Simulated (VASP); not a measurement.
# CdSe (Fm-3m) in VASP: single point with r2SCAN

Aim: the single point of CdSe with r2SCAN.

Everything below comes from runs of VASP 6.6.1. Logs are shortened: lines on timing, memory, paths and dates and some standing lists are left out, and cuts for length are marked.

## 1. The cell of the first run

It takes space group Fm-3m (No. 225, cubic). Conventional cell: a = 5.686 Å, b = 5.686 Å, c = 5.686 Å, α = 90.00°, β = 90.00°, γ = 90.00°. Within 3.7 Å of Cd (site symmetry m-3m) lie 6 Se at 2.84 Å. Se (site symmetry m-3m) has 6 Cd at 2.84 Å within 3.7 Å.

## 2. Single point, r2SCAN

File POSCAR:

```
CdSe
1.0
    0.0000000000      2.8429458735      2.8429458735
    2.8429458735      0.0000000000      2.8429458735
    2.8429458735      2.8429458735      0.0000000000
Cd Se
1 1
Direct
    0.0000000000      0.0000000000      0.0000000000
    0.5000000000      0.5000000000      0.5000000000
```

File INCAR.step1:

```
SYSTEM = CdSe
PREC = Accurate
ENCUT = 550
ISMEAR = -1
SIGMA = 0.02
LREAL = .False.
LASPH = .True.
NELM = 120
NBANDS = 16
GGA = PE
ALGO = Normal
EDIFF = 1E-5
LWAVE = .True.
LCHARG = .False.
GGA_COMPAT = .False.
```

File INCAR.step2:

```
SYSTEM = CdSe
PREC = Accurate
ENCUT = 550
EDIFF = 1E-6
ISMEAR = -1
SIGMA = 0.02
LREAL = .False.
LASPH = .True.
NELM = 120
ALGO = Normal
ISIF = 2
LWAVE = .False.
LCHARG = .False.
METAGGA = R2SCAN
LMIXTAU = .True.
NBANDS = 16
ISTART = 1
GGA_COMPAT = .False.
```

File KPOINTS:

```
regular mesh
0
Gamma
  6 6 6
  0 0 0
```

Potentials or basis: VASP PAW PBE potentials, release 64 (Cd, Se).

Run with:

```sh
$ cat potpaw_PBE.64/Cd/POTCAR potpaw_PBE.64/Se/POTCAR > POTCAR
$ cp INCAR.step1 INCAR
$ mpirun -np 1 vasp_std > vasp.out
$ cp INCAR.step2 INCAR
$ mpirun -np 1 vasp_std > vasp.out
```

OUTCAR:

```text
SYSTEM = CdSe
   PREC = Accurate
   ENCUT = 550
   EDIFF = 1E-6
   ISMEAR = -1
   LREAL = .False.
   LASPH = .True.
   NELM = 120
   ISIF = 2
   METAGGA = R2SCAN
   ISTART = 1

 ion  position               nearest neighbor table
   1  0.000  0.000  0.000-   2 2.84   2 2.84   2 2.84   2 2.84   2 2.84   2 2.84
   2  0.500  0.500  0.500-   1 2.84   1 2.84   1 2.84   1 2.84   1 2.84   1 2.84

  LATTYP: Found a face centered cubic cell.
 ALAT       =     5.6858917470

  Lattice vectors:

 A1 = (   0.0000000000,   2.8429458735,   2.8429458735)
 A2 = (   2.8429458735,   0.0000000000,   2.8429458735)
 A3 = (   2.8429458735,   2.8429458735,   0.0000000000)

Analysis of symmetry for initial positions (statically):
=====================================================================
 Subroutine PRICEL returns:
 Original cell was already a primitive cell.

 Routine SETGRP: Setting up the symmetry group for a
 face centered cubic supercell.

 Subroutine GETGRP returns: Found 48 space group operations
 (whereof 48 operations were pure point group operations)
 out of a pool of 48 trial point group operations.

The static configuration has the point symmetry O_h .

Analysis of symmetry for dynamics (positions and initial velocities):
=====================================================================
 Subroutine PRICEL returns:
 Original cell was already a primitive cell.

 Routine SETGRP: Setting up the symmetry group for a
 face centered cubic supercell.

 Subroutine GETGRP returns: Found 48 space group operations
 (whereof 48 operations were pure point group operations)
 out of a pool of 48 trial point group operations.

The dynamic configuration has the point symmetry O_h .

 Subroutine INISYM returns: Found 48 space group operations
 (whereof 48 operations are pure point group operations),
 and found     1 'primitive' translations

----------------------------------------------------------------------------------------

                                     Primitive cell

  volume of cell :      45.9553

  direct lattice vectors                    reciprocal lattice vectors
     0.000000000  2.842945874  2.842945874    -0.175873908  0.175873908  0.175873908
     2.842945874  0.000000000  2.842945874     0.175873908 -0.175873908  0.175873908
     2.842945874  2.842945874  0.000000000     0.175873908  0.175873908 -0.175873908

  length of vectors
     4.020532611  4.020532611  4.020532611     0.304622544  0.304622544  0.304622544

  position of ions in fractional coordinates (direct lattice)
     0.000000000  0.000000000  0.000000000
     0.500000000  0.500000000  0.500000000

  ion indices of the primitive-cell ions
   primitive index   ion index
                 1           1
                 2           2

----------------------------------------------------------------------------------------

 KPOINTS: regular mesh

Automatic generation of k-mesh.
 Grid dimensions read from file:
 generate k-points for:    6    6    6

 Generating k-lattice:

  Cartesian coordinates                     Fractional coordinates (reciprocal lattice)
    -0.029312318  0.029312318  0.029312318     0.166666667  0.000000000  0.000000000
     0.029312318 -0.029312318  0.029312318     0.000000000  0.166666667  0.000000000
     0.029312318  0.029312318 -0.029312318     0.000000000  0.000000000  0.166666667

  Length of vectors
     0.050770424  0.050770424  0.050770424

  Shift w.r.t. Gamma in fractional coordinates (k-lattice)
     0.000000000  0.000000000  0.000000000

 Subroutine IBZKPT returns following result:
 ===========================================

 Found     16 irreducible k-points:

 Following reciprocal coordinates:
            Coordinates               Weight
  0.000000  0.000000  0.000000      1.000000
  0.166667  0.000000  0.000000      8.000000
  0.333333  0.000000  0.000000      8.000000
  0.500000  0.000000  0.000000      4.000000
  0.166667  0.166667  0.000000      6.000000
  0.333333  0.166667  0.000000     24.000000
[... 8 lines left out ...]
 -0.333333  0.333333  0.166667     24.000000
 -0.333333  0.500000  0.166667     12.000000
   k-points           NKPTS =     16   k-points in BZ     NKDIM =     16   number of bands    NBANDS=     16
   number of dos      NEDOS =    301   number of ions     NIONS =      2
   total plane-waves  NPLWV =  32768
   dimension x,y,z NGX =    32 NGY =   32 NGZ =   32
   dimension x,y,z NGXF=    64 NGYF=   64 NGZF=   64
   ions per type =               1   1
   NGX,Y,Z   is equivalent  to a cutoff of  13.23, 13.23, 13.23 a.u.
   NGXF,Y,Z  is equivalent  to a cutoff of  26.46, 26.46, 26.46 a.u.
 SYSTEM =  CdSe
   PREC   = accura    normal or accurate (medium, high low for compatibility)
   ISTART =      1    job   : 0-new  1-cont  2-samecut
   ICHARG =      0    charge: 1-file 2-atom 10-const
   ISPIN  =      1    spin polarized calculation?
   LNONCOLLINEAR =      F non collinear calculations
   LSORBIT =      F    spin-orbit coupling
   LASPH  =      T    aspherical Exc in radial PAW
   ENCUT  =  550.0 eV  40.42 Ry    6.36 a.u.   7.69  7.69  7.69*2*pi/ulx,y,z
   NELM   =    120;   NELMIN=  2; NELMDL=  0     # of ELM steps
   EDIFF  = 0.1E-05   stopping-criterion for ELM
   LREAL  =      F    real-space projection
   EDIFFG = 0.1E-04   stopping-criterion for IOM
   NSW    =      0    number of steps for IOM
   IBRION =     -1    ionic relax: 0-MD 1-quasi-New 2-CG
   NFREE  =      0    steps in history (QN), initial steepest desc. (CG)
   ISIF   =      2    stress and relaxation
   ISYM   =      2    0-nonsym 1-usesym 2-fastsym
   POTIM  = 0.5000    time-step for ionic-motion
   TEBEG  =    0.0;   TEEND  =   0.0 temperature during run
   PSTRESS=    0.0 pullay stress
   NELECT =      18.0000    total number of electrons
   NUPDOWN=      -1.0000    fix difference up-down
   EMIN   =  10.00;   EMAX   =-10.00  energy-range for DOS
   EFERMI =   0.00;   METHOD = LEGACY
   ISMEAR =    -1;   SIGMA  =   0.02  broadening in eV -4-tet -1-fermi 0-gaus
   EFERMI_NEDOS =   21; number of points for ismear=-14 and -15
   IALGO  =     38    algorithm
   IMIX   =      4    mixing-type and parameters
     AMIX     =   0.40;   BMIX     =  1.00
     AMIX_MAG =   1.60;   BMIX_MAG =  1.00
  volume/ion in A,a.u.               =      22.98       155.06
  Fermi-wavevector in a.u.,A,eV,Ry     =   1.197808  2.263528 19.520865  1.434743
  Thomas-Fermi vector in A             =   2.333713
   LORBIT       =      0    0 simple, 1 ext, 2 COOP (PROOUT), +10 PAW based schemes
   METAGGA = R2SCAN    functional components
   LHFCALC =     F    Hartree Fock is set to
   AEXX    =    0.0000 exact exchange contribution
   IVDW    =     0    specifies the selected vdW correction
   LEPSILON=     F    determine dielectric tensor
   LRPA    =     F    only Hartree local field effects (RPA)
 non-spin polarized calculation
  energy-cutoff  :      550.00
  volume of cell :       45.96
 maximum number of plane-waves:      1363
   NGX = 15   NGY = 15   NGZ = 15

 number of electron      17.9999997 magnetization

 Free energy of the ion-electron system (eV)
  ---------------------------------------------------
  ext. energy  EPLUGINS =         0.00000000
  ---------------------------------------------------
  free energy    TOTEN  =       -35.69472293 eV

  energy without entropy =      -35.69333581  energy(sigma->0) =      -35.69402937

 E-fermi :   2.2836     XC(G=0): -10.6694

 val. band max:        2.2832578860   @ k =   0.5000   0.5000   0.0000
 cond. band min:       3.1156946639   @ k =   0.0000   0.0000   0.0000
 fundamental gap:      0.8324367779
 Fermi energy:         2.2836439739

 k-point     1 :       0.0000    0.0000    0.0000
  band No.  band energies     occupation
      1     -11.2119      2.00000
      2      -5.9507      2.00000
      3      -5.9507      2.00000
      4      -5.9337      2.00000
      5      -5.9337      2.00000
      6      -5.9337      2.00000
[... 8 lines left out ...]
     15      13.0395      0.00000
     16      13.0395      0.00000

 k-point     2 :       0.1667    0.0000    0.0000
  band No.  band energies     occupation
      1     -11.0004      2.00000
      2      -6.0147      2.00000
      3      -6.0147      2.00000
      4      -5.9527      2.00000
      5      -5.8992      2.00000
      6      -5.8992      2.00000
[... 8 lines left out ...]
     15      12.5020      0.00000
     16      12.5866      0.00000

 k-point     3 :       0.3333    0.0000    0.0000
  band No.  band energies     occupation
      1     -10.5066      2.00000
      2      -6.1417      2.00000
      3      -6.1417      2.00000
      4      -6.0251      2.00000
      5      -5.8252      2.00000
      6      -5.8252      2.00000
[... 8 lines left out ...]
     15      14.1056      0.00000
     16      14.1056      0.00000

 k-point     4 :       0.5000    0.0000    0.0000
  band No.  band energies     occupation
      1     -10.2072      2.00000
      2      -6.2031      2.00000
      3      -6.2031      2.00000
      4      -6.0973      2.00000
      5      -5.7876      2.00000
      6      -5.7876      2.00000
[... 8 lines left out ...]
     15      15.9076      0.00000
     16      15.9076      0.00000
[... 172 lines left out ...]
 k-point    14 :       0.5000    0.3333    0.1667
  band No.  band energies     occupation
      1     -10.3585      2.00000
      2      -6.0602      2.00000
      3      -5.9783      2.00000
      4      -5.9611      2.00000
      5      -5.7961      2.00000
      6      -5.6953      2.00000
[... 8 lines left out ...]
     15      16.4831      0.00000
     16      17.1257      0.00000

 k-point    15 :      -0.3333    0.3333    0.1667
  band No.  band energies     occupation
      1     -10.2363      2.00000
      2      -6.1047      2.00000
      3      -5.9511      2.00000
      4      -5.9315      2.00000
      5      -5.7621      2.00000
      6      -5.5483      2.00000
[... 8 lines left out ...]
     15      14.9009      0.00000
     16      17.5153      0.00000

 k-point    16 :      -0.3333    0.5000    0.1667
  band No.  band energies     occupation
      1     -10.2787      2.00000
      2      -6.0119      2.00000
      3      -5.9913      2.00000
      4      -5.8417      2.00000
      5      -5.7349      2.00000
      6      -5.2900      2.00000
[... 8 lines left out ...]
     15      16.3106      0.00000
     16      17.9632      0.00000

------------------------ aborting loop because EDIFF is reached ----------------------------------------

  FORCE on cell =-STRESS in cart. coord.  units (eV):
  Direction    XX          YY          ZZ          XY          YZ          ZX
  --------------------------------------------------------------------------------------
  -------------------------------------------------------------------------------------
  Total        0.1105618      0.1105618      0.1105618      0.0000000      0.0000000      0.0000000
  in kB        3.8546058      3.8546058      3.8546058      0.0000000      0.0000000      0.0000000
  external PRESSURE =       3.8546058 kB  Pullay stress =       0.0000000 kB

 VOLUME and BASIS-vectors are now :
 -----------------------------------------------------------------------------
  energy-cutoff  :      550.00
  volume of cell :       45.96
      direct lattice vectors                 reciprocal lattice vectors
     0.000000000  2.842945874  2.842945874    -0.175873908  0.175873908  0.175873908
     2.842945874  0.000000000  2.842945874     0.175873908 -0.175873908  0.175873908
     2.842945874  2.842945874  0.000000000     0.175873908  0.175873908 -0.175873908

 POSITION                                       TOTAL-FORCE (eV/Angst)
 -----------------------------------------------------------------------------------
      0.00000      0.00000      0.00000         0.000000     -0.000000     -0.000000
      2.84295      2.84295      2.84295        -0.000000      0.000000      0.000000
 -----------------------------------------------------------------------------------
    total drift:                                0.000000     -0.000000     -0.000000

  FREE ENERGIE OF THE ION-ELECTRON SYSTEM (eV)
  ---------------------------------------------------
  free  energy   TOTEN  =       -35.6947229253 eV

  energy  without entropy=      -35.6933358148  energy(sigma->0) =      -35.69402937
```

Run time: 26 s. Hardware: 1 thread of Intel Xeon 6975P-C (Granite Rapids), shared host; peak memory 0.18 GiB.

What came out:

```yaml
Free_energy: -35.6947 eV
Pressure: 0.4 GPa
```

Levels at points of the mesh, in eV from the Fermi level:
```csv
k point,band 7,band 8,band 9,band 10,band 11,band 12
"(0.00, 0.00, 0.00)",-0.66,-0.66,-0.66,0.83,9.19,9.19
"(0.50, 0.00, 0.00)",-5.11,-0.05,-0.05,3.58,5.81,5.81
"(0.50, 0.50, 0.00)",-4.32,-2.19,-2.19,0.00,5.85,10.77
```

Caveat: the PAW data sets were made with another functional, which shifts forces and pressure a little.
